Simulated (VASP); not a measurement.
# I (Fm-3m) in VASP: relaxation of cell and atoms with PBEsol

Aim: the relaxation of cell and atoms of I with PBEsol.

Program: VASP 6.6.1. These are calculated values, not measurements. Logs are shortened: lines on timing, memory, paths and dates and some standing lists are left out, and cuts for length are marked.

## (1) The cell of the first run

The structure is cubic, space group Fm-3m (No. 225). The conventional cell has a = 5.080 Å, b = 5.080 Å, c = 5.080 Å, α = 90.00°, β = 90.00°, γ = 90.00°. I (site symmetry m-3m) has 12 I at 3.59 Å within 4.7 Å.

## (2) Relaxation of cell and atoms, PBEsol

INCAR

```
SYSTEM = I
PREC = Accurate
ENCUT = 500
EDIFF = 1E-7
ISMEAR = -1
SIGMA = 0.05
LREAL = .False.
LASPH = .True.
NELM = 120
ALGO = Normal
ISIF = 3
LWAVE = .False.
LCHARG = .False.
GGA = PS
IBRION = 2
NSW = 80
EDIFFG = -0.03
GGA_COMPAT = .False.
NELMIN = 4
```

KPOINTS

```
regular mesh
0
Gamma
  8 8 8
  0 0 0
```

POSCAR

```
I
1.0
    0.0000000000      2.5400000000      2.5400000000
    2.5400000000      0.0000000000      2.5400000000
    2.5400000000      2.5400000000      0.0000000000
I
1
Direct
    0.0000000000      0.0000000000      0.0000000000
```

Potentials or basis: VASP PAW PBE potentials, release 64 (I).

Run with:

```
> cat potpaw_PBE.64/I/POTCAR > POTCAR
> mpirun -np 1 vasp_std > vasp.out
```

OUTCAR:

```text
SYSTEM = I
   PREC = Accurate
   ENCUT = 500
   EDIFF = 1E-7
   ISMEAR = -1
   LREAL = .False.
   LASPH = .True.
   NELM = 120
   ISIF = 3
   GGA = PS
   IBRION = 2
   NSW = 80
   EDIFFG = -0.03
   NELMIN = 4

 ion  position               nearest neighbor table
   1  0.000  0.000  0.000-

  LATTYP: Found a face centered cubic cell.
 ALAT       =     5.0800000000

  Lattice vectors:

 A1 = (   0.0000000000,   2.5400000000,   2.5400000000)
 A2 = (   2.5400000000,   0.0000000000,   2.5400000000)
 A3 = (   2.5400000000,   2.5400000000,   0.0000000000)

Analysis of symmetry for initial positions (statically):
=====================================================================
 Subroutine PRICEL returns:
 Original cell was already a primitive cell.

 Routine SETGRP: Setting up the symmetry group for a
 face centered cubic supercell.

 Subroutine GETGRP returns: Found 48 space group operations
 (whereof 48 operations were pure point group operations)
 out of a pool of 48 trial point group operations.

The static configuration has the point symmetry O_h .

Analysis of symmetry for dynamics (positions and initial velocities):
=====================================================================
 Subroutine PRICEL returns:
 Original cell was already a primitive cell.

 Routine SETGRP: Setting up the symmetry group for a
 face centered cubic supercell.

 Subroutine GETGRP returns: Found 48 space group operations
 (whereof 48 operations were pure point group operations)
 out of a pool of 48 trial point group operations.

The dynamic configuration has the point symmetry O_h .

 Subroutine INISYM returns: Found 48 space group operations
 (whereof 48 operations are pure point group operations),
 and found     1 'primitive' translations

----------------------------------------------------------------------------------------

                                     Primitive cell

  volume of cell :      32.7741

  direct lattice vectors                    reciprocal lattice vectors
     0.000000000  2.540000000  2.540000000    -0.196850394  0.196850394  0.196850394
     2.540000000  0.000000000  2.540000000     0.196850394 -0.196850394  0.196850394
     2.540000000  2.540000000  0.000000000     0.196850394  0.196850394 -0.196850394

  length of vectors
     3.592102448  3.592102448  3.592102448     0.340954883  0.340954883  0.340954883

  position of ions in fractional coordinates (direct lattice)
     0.000000000  0.000000000  0.000000000

  ion indices of the primitive-cell ions
   primitive index   ion index
                 1           1

----------------------------------------------------------------------------------------

 KPOINTS: regular mesh

Automatic generation of k-mesh.
 Grid dimensions read from file:
 generate k-points for:    8    8    8

 Generating k-lattice:

  Cartesian coordinates                     Fractional coordinates (reciprocal lattice)
    -0.024606299  0.024606299  0.024606299     0.125000000  0.000000000  0.000000000
     0.024606299 -0.024606299  0.024606299     0.000000000  0.125000000  0.000000000
     0.024606299  0.024606299 -0.024606299     0.000000000  0.000000000  0.125000000

  Length of vectors
     0.042619360  0.042619360  0.042619360

  Shift w.r.t. Gamma in fractional coordinates (k-lattice)
     0.000000000  0.000000000  0.000000000

 Subroutine IBZKPT returns following result:
 ===========================================

 Found     29 irreducible k-points:

[... 44 lines left out ...]
   NELM   =    120;   NELMIN=  4; NELMDL= -5     # of ELM steps
   EDIFF  = 0.1E-06   stopping-criterion for ELM
   LREAL  =      F    real-space projection
   EDIFFG = -.3E-01   stopping-criterion for IOM
   NSW    =     80    number of steps for IOM
   IBRION =      2    ionic relax: 0-MD 1-quasi-New 2-CG
   NFREE  =      1    steps in history (QN), initial steepest desc. (CG)
   ISIF   =      3    stress and relaxation
   ISYM   =      2    0-nonsym 1-usesym 2-fastsym
   POTIM  = 0.5000    time-step for ionic-motion
   TEBEG  =    0.0;   TEEND  =   0.0 temperature during run
   PSTRESS=    0.0 pullay stress
   NELECT =       7.0000    total number of electrons
   NUPDOWN=      -1.0000    fix difference up-down
   EMIN   =  10.00;   EMAX   =-10.00  energy-range for DOS
   EFERMI =   0.00;   METHOD = LEGACY
   ISMEAR =    -1;   SIGMA  =   0.05  broadening in eV -4-tet -1-fermi 0-gaus
   EFERMI_NEDOS =   21; number of points for ismear=-14 and -15
   IALGO  =     38    algorithm
   IMIX   =      4    mixing-type and parameters
     AMIX     =   0.40;   BMIX     =  1.00
     AMIX_MAG =   1.60;   BMIX_MAG =  1.00
  volume/ion in A,a.u.               =      32.77       221.17
  Fermi-wavevector in a.u.,A,eV,Ry     =   0.978582  1.849251 13.029243  0.957622
  Thomas-Fermi vector in A             =   2.109369
   LORBIT       =      0    0 simple, 1 ext, 2 COOP (PROOUT), +10 PAW based schemes
   GGA     = PS    functional components
   LHFCALC =     F    Hartree Fock is set to
   AEXX    =    0.0000 exact exchange contribution
   IVDW    =     0    specifies the selected vdW correction
   LEPSILON=     F    determine dielectric tensor
   LRPA    =     F    only Hartree local field effects (RPA)
 conjugate gradient relaxation of ions
 non-spin polarized calculation
  energy-cutoff  :      500.00
  volume of cell :       32.77
 maximum number of plane-waves:       869
 NGX is ok and might be reduce to    28
   NGX = 13   NGY = 13   NGZ = 13

--------------------------------------- Ionic step        1  -------------------------------------------

 number of electron       7.0000000 magnetization

 Free energy of the ion-electron system (eV)
  ---------------------------------------------------
  ext. energy  EPLUGINS =         0.00000000
  ---------------------------------------------------
  free energy    TOTEN  =        -1.38197022 eV

  energy without entropy =       -1.37059378  energy(sigma->0) =       -1.37628200

------------------------ aborting loop because EDIFF is reached ----------------------------------------

  FORCE on cell =-STRESS in cart. coord.  units (eV):
  Direction    XX          YY          ZZ          XY          YZ          ZX
  --------------------------------------------------------------------------------------
  -------------------------------------------------------------------------------------
  Total       -0.1842707     -0.1842707     -0.1842707      0.0000000     -0.0000000      0.0000000
  in kB       -9.0081545     -9.0081545     -9.0081545      0.0000000     -0.0000000      0.0000000
  external PRESSURE =      -9.0081545 kB  Pullay stress =       0.0000000 kB

 VOLUME and BASIS-vectors are now :
 -----------------------------------------------------------------------------
  energy-cutoff  :      500.00
  volume of cell :       32.77
      direct lattice vectors                 reciprocal lattice vectors
     0.000000000  2.540000000  2.540000000    -0.196850394  0.196850394  0.196850394
     2.540000000  0.000000000  2.540000000     0.196850394 -0.196850394  0.196850394
     2.540000000  2.540000000  0.000000000     0.196850394  0.196850394 -0.196850394

 POSITION                                       TOTAL-FORCE (eV/Angst)
 -----------------------------------------------------------------------------------
      0.00000      0.00000      0.00000         0.000000      0.000000      0.000000
 -----------------------------------------------------------------------------------
    total drift:                                0.000000      0.000000     -0.000000

  FREE ENERGIE OF THE ION-ELECTRON SYSTEM (eV)
  ---------------------------------------------------
  free  energy   TOTEN  =        -1.3819702233 eV

  energy  without entropy=       -1.3705937808  energy(sigma->0) =       -1.37628200

--------------------------------------- Ionic step        2  -------------------------------------------

 number of electron       7.0000000 magnetization

 Free energy of the ion-electron system (eV)
  ---------------------------------------------------
  ext. energy  EPLUGINS =         0.00000000
  ---------------------------------------------------
  free energy    TOTEN  =        -1.38467390 eV

  energy without entropy =       -1.37366416  energy(sigma->0) =       -1.37916903

 E-fermi :   5.5874     XC(G=0):  -9.7013

 val. band max:        5.5827990439   @ k =   0.3750   0.1250   0.0000
 cond. band min:       5.6052983662   @ k =   0.5000   0.1250   0.0000
 fundamental gap:      0.0224993223
 Fermi energy:         5.5873727126

 k-point     1 :       0.0000    0.0000    0.0000
  band No.  band energies     occupation
      1      -8.4946      2.00000
      2       6.7869      0.00000
      3       6.7869      0.00000
      4       6.7869      0.00000
      5      13.1506      0.00000
      6      15.1679      0.00000
      7      15.1679      0.00000
[... 221 lines left out ...]
 k-point    24 :      -0.3750    0.2500    0.1250
  band No.  band energies     occupation
      1      -6.4020      2.00000
      2       0.9181      2.00000
      3       3.6869      2.00000
      4       5.0688      1.99994
      5      12.7889      0.00000
      6      13.7979      0.00000
      7      16.9050      0.00000

 [... further k-points ...]

------------------------ aborting loop because EDIFF is reached ----------------------------------------

  FORCE on cell =-STRESS in cart. coord.  units (eV):
  Direction    XX          YY          ZZ          XY          YZ          ZX
  --------------------------------------------------------------------------------------
  -------------------------------------------------------------------------------------
  Total       -0.0147864     -0.0147864     -0.0147864      0.0000000      0.0000000     -0.0000000
  in kB       -0.7424643     -0.7424643     -0.7424643      0.0000000      0.0000000     -0.0000000
  external PRESSURE =      -0.7424643 kB  Pullay stress =       0.0000000 kB

 VOLUME and BASIS-vectors are now :
 -----------------------------------------------------------------------------
  energy-cutoff  :      500.00
  volume of cell :       31.91
      direct lattice vectors                 reciprocal lattice vectors
    -0.000000000  2.517420137  2.517420137    -0.198616033  0.198616033  0.198616033
     2.517420137 -0.000000000  2.517420137     0.198616033 -0.198616033  0.198616033
     2.517420137  2.517420137  0.000000000     0.198616033  0.198616033 -0.198616033

 POSITION                                       TOTAL-FORCE (eV/Angst)
 -----------------------------------------------------------------------------------
      2.51742     -0.00000      2.51742        -0.000000     -0.000000      0.000000
 -----------------------------------------------------------------------------------
    total drift:                               -0.000000      0.000000     -0.000000

  FREE ENERGIE OF THE ION-ELECTRON SYSTEM (eV)
  ---------------------------------------------------
  free  energy   TOTEN  =        -1.3846739040 eV

  energy  without entropy=       -1.3736641597  energy(sigma->0) =       -1.37916903

 reached required accuracy - stopping structural energy minimisation
```

It took 20 s on 1 thread of AMD EPYC 7R43 (Zen 3), shared host; peak memory 0.12 GiB.

What came out:

```
Free energy                           : -1.3847 eV
Relaxed volume                        : 31.91 Å³/atom
Relaxed cell                          : a = 3.560 Å, b = 3.560 Å, c = 3.560 Å, α = 60.00°, β = 60.00°, γ = 60.00°
Space group after relaxing (to 0.1 Å) : Fm-3m (No. 225)
Energy gained by relaxing             : 2.7 meV/atom
Ionic steps                           : 2
Pressure after relaxing               : -0.1 GPa
Band gap on the k mesh                : zero (an odd number of electrons rules out a gap without spin polarisation)
```

The path:
```
step  energy change (eV)  largest force (eV/Å)  pressure (GPa)  volume (Å³)
   1              0.0000                0.0000           -0.90        32.77
   2             -0.0027                0.0000           -0.07        31.91
```

Final structure:
```cif
data_structure
_symmetry_space_group_name_H-M 'P 1'
_symmetry_Int_Tables_number 1
_cell_length_a 3.5602
_cell_length_b 3.5602
_cell_length_c 3.5602
_cell_angle_alpha 60.000
_cell_angle_beta 60.000
_cell_angle_gamma 60.000
_cell_volume 31.91
loop_
_atom_site_label
_atom_site_type_symbol
_atom_site_fract_x
_atom_site_fract_y
_atom_site_fract_z
_atom_site_occupancy
I1 I 0.00000 0.00000 0.00000 1
```

Caveat: the PAW data sets were made with another functional, which shifts forces and pressure a little; spin-orbit coupling is left out, which moves the levels of the heavy elements; an odd number of electrons without spin polarisation forces a metal; a magnetic or distorted state may lie lower.
